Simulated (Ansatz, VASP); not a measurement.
**Two plane-wave programs on SiGe**

Contents of INCAR:

```
SYSTEM = SiGe
  PREC = Accurate
  ENCUT = 520
  EDIFF = 1E-6
  ISMEAR = 0
  SIGMA = 0.03
  LREAL = .FALSE.
  LASPH = .TRUE.
  NELM = 100
  ALGO = Normal
  ISIF = 2
  LWAVE = .FALSE.
  LCHARG = .FALSE.
  GGA = PS
  NBANDS = 26
```

File KPOINTS:

```
regular mesh
0
G
  12 12 6
  0 0 0
```

Contents of POSCAR:

```
SiGe
1.0
    3.9004653870      0.0000000000      0.0000000000
   -1.9502326935      3.3779021117      0.0000000000
    0.0000000000      0.0000000000      6.4431565742
Si Ge
2 2
Direct
    0.6666666667      0.3333333333      0.8745463082
    0.3333333333      0.6666666667      0.3745463082
    0.6666666667      0.3333333333      0.5237332063
    0.3333333333      0.6666666667      0.0237332063
```

Input for Ansatz:

```yaml
crystal:
  lattice:
    - [3.900465387, 0.0, 0.0]
    - [-1.9502326935, 3.3779021117, 0.0]
    - [0.0, 0.0, 6.4431565742]
  atoms:
    - { symbol: Si, position: [0.6666666667, 0.3333333333, 0.8745463082] }
    - { symbol: Si, position: [0.3333333333, 0.6666666667, 0.3745463082] }
    - { symbol: Ge, position: [0.6666666667, 0.3333333333, 0.5237332063] }
    - { symbol: Ge, position: [0.3333333333, 0.6666666667, 0.0237332063] }
basis:
  ecutwfc: 420
kpoints:
  mp_grid: { grid: [12, 12, 6] }
hamiltonian:
  xc: pbesol
  pseudopotentials: { kind: paw, azcp: { folder: soft_1 } }
scf:
  occupations: { method: gaussian, width: 0.03 }
output:
  forces: true
  stress: true
  eigenvalues: true
```

Alike in both runs: task single point; functional PBEsol; k mesh 12 × 12 × 6; occupations gaussian, width 0.03 eV; no spin polarisation.

```csv
,VASP,Ansatz
version,VASP 6.6.1,Ansatz 0.2.0
potentials or method,"VASP PAW PBE potentials, release 64 (Si, Ge_d), cutoff 520 eV","scalar-relativistic, plane waves, PAW"
valence electrons in the cell,36,36
```

Ansatz gave:

```
gap on the k mesh at the Fermi level (eV)                     : none
pressure (GPa)                                                : 0.6
traceless stress, the component that is largest in VASP (GPa) : 6.98
rms of the force components (eV/Å)                            : 1.264
```

Problem. What did VASP give for the same quantities?

Solution. gap on the k mesh at the Fermi level (eV): none; pressure (GPa): 0.6; traceless stress, the component that is largest in VASP (GPa): 6.94; rms of the force components (eV/Å): 1.260.

VASP's potentials were made for PBE, not for PBEsol, and Ansatz warns of the same on its side. Atom by atom the forces differ by 0.003 eV/Å (rms over components). A gap of «none» marks a metal or a gap that the smearing closes. The functional is the same, so the differences come from potentials, cutoffs and numerics.
